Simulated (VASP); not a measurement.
Runs of VASP 6.6.1 on NaI. The structure is that of space group Fm-3m (No. 225), or close to it. The cells are those of the table. 

| task | level | potentials or basis | cell | cutoff (eV) | gap on the mesh (eV) | pressure (GPa) | relaxed volume (Å³/atom) |
| --- | --- | --- | --- | --- | --- | --- | --- |
| single point | revPBE+D3(BJ) | VASP PAW PBE potentials, release 64 (Na_pv, I) | a = 4.510 Å, angles 60.0°, 2 atoms | 520 | (a) | 0.1 | - |
| relaxation of cell and atoms | r2SCAN | VASP PAW PBE potentials, release 64 (Na_pv, I) | relaxed from a = 4.577 Å, angles 60.0°, 2 atoms | 600 | 4.43 | 0.1 | - |
| relaxation of cell and atoms | PBE+D3(BJ) | VASP PAW PBE potentials, release 64 (Na_pv, I) | relaxed from a = 4.577 Å, angles 60.0°, 2 atoms | 600 | (c) | -0.2 | 33.35 |
| single point | r2SCAN | VASP PAW PBE potentials, release 64 (Na_pv, I) | a = 4.594 Å, angles 60.0°, 2 atoms | 520 | 4.39 | -0.1 | - |
| single point | LDA | VASP PAW LDA potentials, release 64 (Na_pv, I) | a = 4.462 Å, angles 60.0°, 2 atoms | 520 | 3.54 | 0.0 | - |
| relaxation of cell and atoms | revPBE+D3(BJ) | VASP PAW PBE potentials, release 64 (Na_pv, I) | relaxed from a = 4.577 Å, angles 60.0°, 2 atoms | 600 | (b) | -0.4 | 33.18 |
| relaxation of cell and atoms | LDA | VASP PAW LDA potentials, release 64 (Na_pv, I) | relaxed from a = 4.577 Å, angles 60.0°, 2 atoms | 600 | 3.52 | -0.1 | 31.62 |
| single point | PBE+D3(BJ) | VASP PAW PBE potentials, release 64 (Na_pv, I) | a = 4.526 Å, angles 60.0°, 2 atoms | 520 | 3.72 | 0.0 | - |

Alike in all rows: no spin polarisation; k mesh 3 × 3 × 3; smearing gaussian 0.01 eV.

Question: Fill in the values left out.

Answer: (a) 3.97; (b) 3.91; (c) 3.68.

Caveats: all runs use coarse meshes; spin-orbit coupling is left out, which moves the levels of the heavy elements; the PAW data sets were made with another functional, which shifts forces and pressure a little (some runs); the relaxation stopped at its first step, so nothing moved (some runs).

A k mesh can miss the band edges, and the runs leave out spin-orbit coupling on I.
